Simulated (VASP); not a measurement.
Wanted: the native input for a VASP 6.6.1 run.

```yaml
Task: single point
Functional: PBEsol
Potentials_or_basis: VASP PAW PBE potentials, release 64 (Si, Zr_sv, H)
Cutoff: 520 eV
k_mesh: 8 × 8 × 1
Occupations: gaussian, width 0.1 eV
Spin: no spin polarisation
Dipole_correction: yes
Further_INCAR_settings: ALGO = Normal; EDIFF = 1e-06; NBANDS = 52
```

The structure of Zr4Si8H lies in POSCAR:

```
Zr4Si8H
1.0
    3.6567655750      0.0000000000      0.0000000000
    0.0000000000      3.6742585520      0.0000000000
    0.0000000000      0.0000000000     31.4530958601
Si Zr H
8 4 1
Direct
    0.2500000000      0.5000000000      0.2702436682
    0.7500000000      0.0000000000      0.2704583514
    0.2500000000      0.0000000000      0.3611375859
    0.7500000000      0.0000000000      0.4111138191
    0.2500000000      0.0000000000      0.5024279006
    0.7500000000      0.5000000000      0.5023556793
    0.2500000000      0.5000000000      0.5953667887
    0.7500000000      0.5000000000      0.6480932133
    0.7500000000      0.5000000000      0.3376312043
    0.2500000000      0.5000000000      0.4346202008
    0.7500000000      0.0000000000      0.5691137127
    0.2500000000      0.0000000000      0.6619846606
    0.5000000000      0.5000000000      0.6953800916
```

The input as run:

INCAR

```
SYSTEM = Zr4Si8H
  ALGO = Normal
  DIPOL = 0.5 0.5 0.482
  EDIFF = 1E-6
  ENCUT = 520
  GGA = PS
  IDIPOL = 3
  ISIF = 2
  ISMEAR = 0
  LASPH = .True.
  LCHARG = .True.
  LDIPOL = .True.
  LELF = .True.
  LREAL = .False.
  LVACPOTAV = .True.
  LVHAR = .True.
  LWAVE = .False.
  NBANDS = 52
  NELM = 80
  PREC = Accurate
  SIGMA = 0.1
```

KPOINTS

```
k-points
0
Gamma
  8 8 1
  0 0 0
```

Potentials or basis: VASP PAW PBE potentials, release 64 (Si, Zr_sv, H).

The run is started by

```console
$ cat potpaw_PBE.64/Si/POTCAR potpaw_PBE.64/Zr_sv/POTCAR potpaw_PBE.64/H/POTCAR > POTCAR
$ mpirun -np 1 vasp_std > vasp.out
```

It gave:

```json
{"Largest force": "0.891 eV/Å", "Band gap on the k mesh": "zero (an odd number of electrons rules out a gap without spin polarisation)"}
```

Caveat: the PAW data sets were made with another functional, which shifts forces and pressure a little; an odd number of electrons without spin polarisation forces a metal; a magnetic or distorted state may lie lower.

It took 22 min on 1 thread of AMD EPYC 9R14 (Zen 4) (shared host), peak memory 0.66 GiB.
